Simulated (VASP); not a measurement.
# Be2I in VASP: notebook

Be2I is run at these levels: r2SCAN, PBE; tasks: single point.

All numbers are computed with VASP 6.6.1; they aren't measurements. Logs are shortened: lines on timing, memory, paths and dates and some standing lists are left out, and cuts for length are marked.

### Step 1. The cell of the first run

The typed cell holds 3 atoms: a = 3.999 Å, b = 3.999 Å, c = 4.598 Å, α = 91.40°, β = 91.40°, γ = 56.78°.

### Step 2. Single point, r2SCAN

POSCAR reads:

```
Be2I
1.0
    3.5181134300     -1.9014533600      0.0000000000
    3.5181134300      1.9014533600      0.0000000000
   -0.1274235500      0.0000000000      4.5967011300
Be I
2 1
Direct
    0.0219400000      0.7634390000      0.8429610000
    0.2296360000      0.9852810000      0.1552830000
    0.7488310000      0.2540240000      0.4997490000
```

INCAR.step1 reads:

```
SYSTEM = Be2I
ALGO     = Normal         ! electronic algorithm
EDIFF    = 1E-4           ! SCF threshold, eV
ENCUT    = 520            ! plane-wave cutoff, eV
GGA      = PE             ! functional
ISMEAR   = 0              ! smearing method
LASPH    = .TRUE.         ! aspherical terms in the spheres
LCHARG   = .FALSE.        ! write CHGCAR
LREAL    = .FALSE.        ! projectors in reciprocal space
LWAVE    = .TRUE.         ! write WAVECAR
NBANDS   = 12             ! bands
NELM     = 80             ! most SCF steps
PREC     = Accurate       ! precision mode
SIGMA    = 0.1            ! smearing width, eV
```

INCAR.step2 reads:

```
SYSTEM = Be2I
ALGO     = Normal         ! electronic algorithm
EDIFF    = 1E-6           ! SCF threshold, eV
ENCUT    = 520            ! plane-wave cutoff, eV
ISIF     = 2              ! what is computed and relaxed
ISMEAR   = 0              ! smearing method
ISTART   = 1            
LASPH    = .TRUE.         ! aspherical terms in the spheres
LCHARG   = .FALSE.        ! write CHGCAR
LMIXTAU  = .TRUE.       
LREAL    = .FALSE.        ! projectors in reciprocal space
LWAVE    = .FALSE.        ! write WAVECAR
METAGGA  = R2SCAN         ! meta-GGA
NBANDS   = 12             ! bands
NELM     = 80             ! most SCF steps
PREC     = Accurate       ! precision mode
SIGMA    = 0.1            ! smearing width, eV
```

KPOINTS reads:

```
k-points
0
G
  6 6 4
  0 0 0
```

Potentials or basis: VASP PAW PBE potentials, release 64 (Be, I).

The run is started by

```
cat potpaw_PBE.64/Be/POTCAR potpaw_PBE.64/I/POTCAR > POTCAR
cp INCAR.step1 INCAR
mpirun -np 1 vasp_std > vasp.out
cp INCAR.step2 INCAR
mpirun -np 1 vasp_std > vasp.out
```

OUTCAR:

```text
SYSTEM = Be2I
   EDIFF = 1E-6
   ENCUT = 520
   ISIF = 2
   ISMEAR = 0
   ISTART = 1
   LASPH = .TRUE.
   LREAL = .FALSE.
   METAGGA = R2SCAN
   NELM = 80
   PREC = Accurate

 ion  position               nearest neighbor table
   1  0.022  0.763  0.843-   2 2.06   3 2.29   3 2.94
   2  0.230  0.985  0.155-   1 2.06   3 2.27   3 2.96
   3  0.749  0.254  0.500-   2 2.27   1 2.29   1 2.94   2 2.96

  LATTYP: Found a base centered monoclinic cell.
 ALAT       =     7.0362268600
 B/A-ratio  =     0.5404752854
 C/A-ratio  =     0.6535415947
 COS(beta)  =    -0.0277100069

  Lattice vectors:

 A1 = (   3.5181134300,  -1.9014533600,   0.0000000000)
 A2 = (   3.5181134300,   1.9014533600,   0.0000000000)
 A3 = (  -0.1274235500,   0.0000000000,   4.5967011300)

Analysis of symmetry for initial positions (statically):
=====================================================================
 Subroutine PRICEL returns:
 Original cell was already a primitive cell.

 Routine SETGRP: Setting up the symmetry group for a
 base centered monoclinic supercell.

 Subroutine GETGRP returns: Found  1 space group operations
 (whereof  1 operations were pure point group operations)
 out of a pool of  4 trial point group operations.

The static configuration has the point symmetry C_1 .

Analysis of symmetry for dynamics (positions and initial velocities):
=====================================================================
 Subroutine PRICEL returns:
 Original cell was already a primitive cell.

 Routine SETGRP: Setting up the symmetry group for a
 base centered monoclinic supercell.

 Subroutine GETGRP returns: Found  1 space group operations
 (whereof  1 operations were pure point group operations)
 out of a pool of  4 trial point group operations.

The dynamic configuration has the point symmetry C_1 .

 Subroutine INISYM returns: Found  1 space group operations
 (whereof  1 operations are pure point group operations),
 and found     1 'primitive' translations

----------------------------------------------------------------------------------------

                                     Primitive cell

  volume of cell :      61.4995

  direct lattice vectors                    reciprocal lattice vectors
     3.518113430 -1.901453360  0.000000000     0.142121626 -0.262956752  0.003939704
     3.518113430  1.901453360  0.000000000     0.142121626  0.262956752  0.003939704
    -0.127423550  0.000000000  4.596701130     0.000000000  0.000000000  0.217547317

  length of vectors
     3.999080768  3.999080768  4.598466923     0.298931984  0.298931984  0.217547317

[... 95 lines left out ...]
   EMIN   =  10.00;   EMAX   =-10.00  energy-range for DOS
   EFERMI =   0.00;   METHOD = LEGACY
   ISMEAR =     0;   SIGMA  =   0.10  broadening in eV -4-tet -1-fermi 0-gaus
   EFERMI_NEDOS =   21; number of points for ismear=-14 and -15
   IALGO  =     38    algorithm
   IMIX   =      4    mixing-type and parameters
     AMIX     =   0.40;   BMIX     =  1.00
     AMIX_MAG =   1.60;   BMIX_MAG =  1.00
  volume/ion in A,a.u.               =      20.50       138.34
  Fermi-wavevector in a.u.,A,eV,Ry     =   0.922391  1.743067 11.575911  0.850805
  Thomas-Fermi vector in A             =   2.047913
   LORBIT       =      0    0 simple, 1 ext, 2 COOP (PROOUT), +10 PAW based schemes
   METAGGA = R2SCAN    functional components
   LHFCALC =     F    Hartree Fock is set to
   AEXX    =    0.0000 exact exchange contribution
   IVDW    =     0    specifies the selected vdW correction
   LEPSILON=     F    determine dielectric tensor
   LRPA    =     F    only Hartree local field effects (RPA)
 non-spin polarized calculation
 Gauss-broadening in eV      SIGMA  =   0.10
  energy-cutoff  :      520.00
  volume of cell :       61.50
 maximum number of plane-waves:      1670
 NGX is ok and might be reduce to    30
   NGX = 15   NGY = 15   NGZ = 17

 number of electron      11.0000000 magnetization

 Free energy of the ion-electron system (eV)
  ---------------------------------------------------
  ext. energy  EPLUGINS =         0.00000000
  ---------------------------------------------------
  free energy    TOTEN  =       -29.78988942 eV

  energy without entropy =      -29.78319402  energy(sigma->0) =      -29.78654172

 E-fermi :   5.6480     XC(G=0):  -9.3795

 val. band max:        5.6159974745   @ k =  -0.3333  -0.0000   0.2500
 cond. band min:       5.6642135152   @ k =   0.3333   0.3333  -0.0000
 fundamental gap:      0.0482160407
 Fermi energy:         5.6479533709

 k-point     1 :       0.0000    0.0000    0.0000
  band No.  band energies     occupation
      1     -10.9063      2.00000
      2      -0.9809      2.00000
      3       1.3309      2.00000
      4       1.5192      2.00000
      5       1.9493      2.00000
      6       6.2784      0.00000
      7       7.3644      0.00000
      8       9.2290      0.00000
      9       9.4311      0.00000
     10      11.1826      0.00000
     11      11.9598      0.00000
     12      13.1877      0.00000
[... 331 lines left out ...]
 k-point    24 :       0.3333    0.0000    0.2500
  band No.  band energies     occupation
      1     -10.2156      2.00000
      2      -1.7535      2.00000
      3      -1.2498      2.00000
      4       0.9937      2.00000
      5       3.4760      2.00000
      6       5.4308      1.99786
      7       6.9035      0.00000
      8       8.2619      0.00000
      9       9.7930      0.00000
     10      10.4569      0.00000
     11      12.6711      0.00000
     12      13.0835      0.00000

 [... further k-points ...]

------------------------ aborting loop because EDIFF is reached ----------------------------------------

  FORCE on cell =-STRESS in cart. coord.  units (eV):
  Direction    XX          YY          ZZ          XY          YZ          ZX
  --------------------------------------------------------------------------------------
  -------------------------------------------------------------------------------------
  Total       -1.2234993      2.1014266      4.1838747     -0.0803368      0.0978968      0.0363563
  in kB      -31.8744388     54.7460792    108.9977349     -2.0929229      2.5503937      0.9471505
  external PRESSURE =      43.9564584 kB  Pullay stress =       0.0000000 kB

 VOLUME and BASIS-vectors are now :
 -----------------------------------------------------------------------------
  energy-cutoff  :      520.00
  volume of cell :       61.50
      direct lattice vectors                 reciprocal lattice vectors
     3.518113430 -1.901453360  0.000000000     0.142121626 -0.262956752  0.003939704
     3.518113430  1.901453360  0.000000000     0.142121626  0.262956752  0.003939704
    -0.127423550  0.000000000  4.596701130     0.000000000  0.000000000  0.217547317

 POSITION                                       TOTAL-FORCE (eV/Angst)
 -----------------------------------------------------------------------------------
      2.65564      1.40993      3.87484        -0.799683     -0.653280      0.890504
      4.25443      1.43682      0.71379         0.828165     -0.689177     -0.978989
      3.46448     -0.94085      2.29720        -0.028483      1.342457      0.088485
 -----------------------------------------------------------------------------------
    total drift:                                0.000026      0.000298      0.000010

  FREE ENERGIE OF THE ION-ELECTRON SYSTEM (eV)
  ---------------------------------------------------
  free  energy   TOTEN  =       -29.7898894243 eV

  energy  without entropy=      -29.7831940199  energy(sigma->0) =      -29.78654172
```

OUTCAR.step1:

```text
SYSTEM = Be2I
   EDIFF = 1E-4
   ENCUT = 520
   GGA = PE
   ISMEAR = 0
   LASPH = .TRUE.
   LREAL = .FALSE.
   NELM = 80
[... 586 lines left out ...]
      2.65564      1.40993      3.87484        -0.867882     -0.680970      0.875730
      4.25443      1.43682      0.71379         0.896675     -0.724011     -0.963916
      3.46448     -0.94085      2.29720        -0.028794      1.404981      0.088185
 -----------------------------------------------------------------------------------
    total drift:                                0.000029      0.000173      0.000003

  FREE ENERGIE OF THE ION-ELECTRON SYSTEM (eV)
  ---------------------------------------------------
  free  energy   TOTEN  =        -5.6762699501 eV

  energy  without entropy=       -5.6689267513  energy(sigma->0) =       -5.67259835
```

OSZICAR.step1:

```text
N       E                     dE             d eps       ncg     rms          rms(c)
DAV:   1     0.323107622798E+02    0.32311E+02   -0.40007E+03  1824   0.700E+02
DAV:   2    -0.385915859440E+01   -0.36170E+02   -0.34421E+02  2276   0.115E+02
DAV:   3    -0.625559828729E+01   -0.23964E+01   -0.23786E+01  2408   0.324E+01
DAV:   4    -0.629451285764E+01   -0.38915E-01   -0.38899E-01  2280   0.450E+00
DAV:   5    -0.629527943996E+01   -0.76658E-03   -0.76657E-03  2400   0.644E-01    0.756E+00
DAV:   6    -0.575495712310E+01    0.54032E+00   -0.91732E-01  2128   0.431E+00    0.442E+00
DAV:   7    -0.567810995624E+01    0.76847E-01   -0.59573E-01  2344   0.321E+00    0.197E+00
DAV:   8    -0.567637993701E+01    0.17300E-02   -0.63216E-02  2032   0.137E+00    0.722E-01
DAV:   9    -0.567646558063E+01   -0.85644E-04   -0.54734E-03  2160   0.390E-01    0.150E-01
DAV:  10    -0.567627803190E+01    0.18755E-03   -0.65987E-04  2196   0.134E-01    0.120E-01
DAV:  11    -0.567626995009E+01    0.80818E-05   -0.14494E-04  1288   0.580E-02
   1 F= -.56762700E+01 E0= -.56725984E+01  d E =-.734320E-02
```

It took 2.5 min on 1 thread of Intel Xeon 8259CL, shared host; peak memory 0.22 GiB.

What came out:

```yaml
Free_energy: -29.7899 eV
Pressure: 4.4 GPa
Largest_force: 1.456 eV/Å
Band_gap_on_the_k_mesh: zero (an odd number of electrons rules out a gap without spin polarisation)
```

Forces in eV/Å, atoms in the order of the input:
```
Be  -0.800 -0.653  0.891
Be   0.828 -0.689 -0.979
I   -0.028  1.342  0.088
```

Caveat: the stress differs along the axes, from -3 to 11 GPa; the PAW data sets were made with another functional, which shifts forces and pressure a little; spin-orbit coupling is left out, which moves the levels of the heavy elements.

[end of part 1 of 2]

The gap in the log of VASP goes by the Fermi energy; the results here count the filled bands.